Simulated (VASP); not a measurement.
# SiO2 (P4_2/mnm) in VASP: a series of runs, part 2 of 2

VASP 6.6.1.

## Step 3: Single point, PBE (9.01 Å³/atom)

INCAR reads:

```
ALGO = Normal ; EDIFF = 1E-7
ENCUT = 520 ; GGA = PE
ISIF = 2 ; ISMEAR = 0
LASPH = T ; LCHARG = F
LREAL = F ; LWAVE = F
NBANDS = 25 ; NELM = 60
PREC = Accurate ; SIGMA = 0.05
```

KPOINTS reads:

```
k-points
0
Gamma
  6 6 10
```

POSCAR reads:

```
SiO2
1.0
    4.2256230550      0.0000000000      0.0000000000
    0.0000000000      4.2256230550      0.0000000000
    0.0000000000      0.0000000000      3.0272363566
Si O
2 4
Direct
    0.5000000000      0.5000000000      0.5000000000
    0.0000000000      0.0000000000      0.0000000000
    0.6930127928      0.6930127928      0.0000000000
    0.1930127928      0.8069872072      0.5000000000
    0.3069872072      0.3069872072      0.0000000000
    0.8069872072      0.1930127928      0.5000000000
```

Potentials or basis: VASP PAW PBE potentials, release 64 (Si, O).

Launch:

```bash
cat potpaw_PBE.64/Si/POTCAR potpaw_PBE.64/O/POTCAR > POTCAR
mpirun -np 1 vasp_std > vasp.out
```

OUTCAR:

```text
EDIFF = 1E-7
   ENCUT = 520
   GGA = PE
   ISIF = 2
   ISMEAR = 0
   LASPH = T
   LREAL = F
   NELM = 60
   PREC = Accurate

 ion  position               nearest neighbor table
   1  0.500  0.500  0.500-   4 1.83   6 1.83   5 1.90   3 1.90   3 1.90   5 1.90
   2  0.000  0.000  0.000-   3 1.83   5 1.83   4 1.90   6 1.90   4 1.90   6 1.90
   3  0.693  0.693  0.000-   2 1.83   1 1.90   1 1.90
   4  0.193  0.807  0.500-   1 1.83   2 1.90   2 1.90
   5  0.307  0.307  0.000-   2 1.83   1 1.90   1 1.90
   6  0.807  0.193  0.500-   1 1.83   2 1.90   2 1.90

  LATTYP: Found a simple tetragonal cell.
 ALAT       =     4.2256230550
 C/A-ratio  =     0.7164000000

  Lattice vectors:

 A1 = (   4.2256230550,   0.0000000000,   0.0000000000)
 A2 = (   0.0000000000,   4.2256230550,   0.0000000000)
 A3 = (   0.0000000000,   0.0000000000,   3.0272363566)

Analysis of symmetry for initial positions (statically):
=====================================================================
 Subroutine PRICEL returns:
 Original cell was already a primitive cell.

 Routine SETGRP: Setting up the symmetry group for a
 simple tetragonal supercell.

 Subroutine GETGRP returns: Found 16 space group operations
 (whereof  8 operations were pure point group operations)
 out of a pool of 16 trial point group operations.

The static configuration has the point symmetry D_2h.
 The point group associated with its full space group is D_4h.

Analysis of symmetry for dynamics (positions and initial velocities):
=====================================================================
 Subroutine PRICEL returns:
 Original cell was already a primitive cell.

 Routine SETGRP: Setting up the symmetry group for a
 simple tetragonal supercell.

[... 131 lines left out ...]
   IMIX   =      4    mixing-type and parameters
     AMIX     =   0.40;   BMIX     =  1.00
     AMIX_MAG =   1.60;   BMIX_MAG =  1.00
  volume/ion in A,a.u.               =       9.01        60.80
  Fermi-wavevector in a.u.,A,eV,Ry     =   1.374619  2.597652 25.709246  1.889576
  Thomas-Fermi vector in A             =   2.500029
   LORBIT       =      0    0 simple, 1 ext, 2 COOP (PROOUT), +10 PAW based schemes
   GGA     = PE    functional components
   LHFCALC =     F    Hartree Fock is set to
   AEXX    =    0.0000 exact exchange contribution
   IVDW    =     0    specifies the selected vdW correction
   LEPSILON=     F    determine dielectric tensor
   LRPA    =     F    only Hartree local field effects (RPA)
 non-spin polarized calculation
 Gauss-broadening in eV      SIGMA  =   0.05
  energy-cutoff  :      520.00
  volume of cell :       54.05
 maximum number of plane-waves:      1476
 NGX is ok and might be reduce to    32
   NGX = 15   NGY = 15   NGZ = 11

 number of electron      32.0000017 magnetization

 Free energy of the ion-electron system (eV)
  ---------------------------------------------------
  ext. energy  EPLUGINS =         0.00000000
  ---------------------------------------------------
  free energy    TOTEN  =       -45.15243735 eV

  energy without entropy =      -45.15243735  energy(sigma->0) =      -45.15243735

 E-fermi :   6.6383     XC(G=0): -11.5643

 val. band max:        6.3437732928   @ k =   0.0000   0.0000   0.0000
 cond. band min:       9.0731383840   @ k =   0.0000   0.0000   0.0000
 fundamental gap:      2.7293650911
 Fermi energy:         6.6382776210

 k-point     1 :       0.0000    0.0000    0.0000
  band No.  band energies     occupation
      1     -14.6009      2.00000
      2     -11.5017      2.00000
      3     -11.5017      2.00000
      4     -11.2288      2.00000
      5      -3.5431      2.00000
      6       0.6267      2.00000
[... 661 lines left out ...]
     24      17.6997      0.00000
     25      19.6913      0.00000

 [... further k-points ...]

------------------------ aborting loop because EDIFF is reached ----------------------------------------

  FORCE on cell =-STRESS in cart. coord.  units (eV):
  Direction    XX          YY          ZZ          XY          YZ          ZX
  --------------------------------------------------------------------------------------
  -------------------------------------------------------------------------------------
  Total       -5.1300021     -5.1300021    -18.4094992      0.0000000      0.0000000      0.0000000
  in kB     -152.0548540   -152.0548540   -545.6632681      0.0000000      0.0000000      0.0000000
  external PRESSURE =    -283.2576587 kB  Pullay stress =       0.0000000 kB

 VOLUME and BASIS-vectors are now :
 -----------------------------------------------------------------------------
  energy-cutoff  :      520.00
  volume of cell :       54.05
      direct lattice vectors                 reciprocal lattice vectors
     4.225623055  0.000000000  0.000000000     0.236651492  0.000000000  0.000000000
     0.000000000  4.225623055  0.000000000     0.000000000  0.236651492  0.000000000
     0.000000000  0.000000000  3.027236357     0.000000000  0.000000000  0.330334299

 POSITION                                       TOTAL-FORCE (eV/Angst)
 -----------------------------------------------------------------------------------
      2.11281      2.11281      1.51362        -0.000000      0.000000      0.000000
      0.00000      0.00000      0.00000        -0.000000      0.000000      0.000000
      2.92841      2.92841      0.00000         0.375524      0.375524      0.000000
      0.81560      3.41002      1.51362         0.375524     -0.375524      0.000000
      1.29721      1.29721      0.00000        -0.375524     -0.375524      0.000000
      3.41002      0.81560      1.51362        -0.375524      0.375524      0.000000
 -----------------------------------------------------------------------------------
    total drift:                                0.000000      0.000000     -0.000000

  FREE ENERGIE OF THE ION-ELECTRON SYSTEM (eV)
  ---------------------------------------------------
  free  energy   TOTEN  =       -45.1524373504 eV

  energy  without entropy=      -45.1524373504  energy(sigma->0) =      -45.15243735
```

stdout:

```text
POSCAR found type information on POSCAR SiO
 POSCAR found :  2 types and       6 ions
 scaLAPACK will be used
 LDA part: xc-table for (Slater+PW92), standard interpolation
 POSCAR, INCAR and KPOINTS ok, starting setup
 FFT: planning ... GRIDC
 FFT: planning ... GRID_SOFT
 FFT: planning ... GRID
 WAVECAR not read
 entering main loop
```

Run time: 20 s. Hardware: 1 thread of Intel Xeon 6975P-C (Granite Rapids), shared host; peak memory 0.19 GiB.

Results:

```yaml
Free_energy: -45.1524 eV
Pressure: -28.3 GPa
Largest_force: 0.531 eV/Å
Band_gap_on_the_k_mesh: 2.73 eV
```

Forces on the atoms (eV/Å):
```
Si   0.000  0.000  0.000
Si   0.000  0.000  0.000
O    0.376  0.376  0.000
O    0.376 -0.376  0.000
O   -0.376 -0.376  0.000
O   -0.376  0.376  0.000
```

Stress tensor (GPa, compression positive):
```
-15.21   0.00   0.00
  0.00 -15.21   0.00
  0.00   0.00 -54.57
```

Levels at points of the mesh, in eV from the valence-band top:
```tsv
k point	band 12	band 13	band 14	band 15	band 16	band 17	band 18	band 19	band 20	band 21
(0.00, 0.00, 0.00)	-2.98	-2.56	-0.63	-0.63	0.00	2.73	4.68	6.08	6.08	8.97
(0.50, 0.00, 0.00)	-3.11	-2.53	-2.53	-0.78	-0.78	5.22	5.22	6.81	6.81	10.91
(0.50, 0.50, 0.00)	-3.15	-2.56	-2.56	-1.42	-1.42	4.92	4.92	7.78	7.78	11.84
(0.00, 0.00, 0.50)	-3.80	-2.59	-2.59	-2.02	-2.02	7.27	7.27	11.08	11.08	11.12
(0.50, 0.00, 0.50)	-3.22	-1.65	-1.65	-1.26	-1.26	7.31	7.31	9.17	9.17	11.24
(0.50, 0.50, 0.50)	-3.63	-1.17	-1.17	-1.07	-1.07	5.71	5.71	10.36	10.36	10.73
```

Caveat: the cell stands under tension.
